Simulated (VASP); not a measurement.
Here is a VASP 6.6.1 calculation.

INCAR

```
  ALGO = Normal
  EDIFF = 1E-6
  ENCUT = 500
  GGA = LIBXC
  GGA_COMPAT = F
  ISIF = 2
  ISMEAR = -1
  LASPH = T
  LCHARG = T
  LELF = T
  LIBXC1 = GGA_X_B88
  LIBXC2 = GGA_C_PBE
  LREAL = F
  LVHAR = T
  LWAVE = F
  NBANDS = 16
  NELM = 120
  PREC = Accurate
  SIGMA = 0.05
```

KPOINTS

```
k-points
0
Gamma
  8 8 8
```

File POSCAR:

```
GaP
1.0
    0.0000000000      2.7252500000      2.7252500000
    2.7252500000      0.0000000000      2.7252500000
    2.7252500000      2.7252500000      0.0000000000
Ga P
1 1
Direct
    0.0000000000      0.0000000000      0.0000000000
    0.7500000000      0.7500000000      0.7500000000
```

Potentials or basis: VASP PAW PBE potentials, release 64 (Ga_d, P).

Launch:

```bash
$ cat potpaw_PBE.64/Ga_d/POTCAR potpaw_PBE.64/P/POTCAR > POTCAR
$ mpirun -np 1 vasp_std > vasp.out
```

**Question.** Predict the band gap on the k mesh.

**Answer.** 1.64 eV (least direct gap 1.81 eV).

**Question.** Estimate the pressure.

**Answer.** 2.3 GPa.

Caveat: the PAW data sets were made with another functional, which shifts forces and pressure a little. A k mesh can miss the band edges.
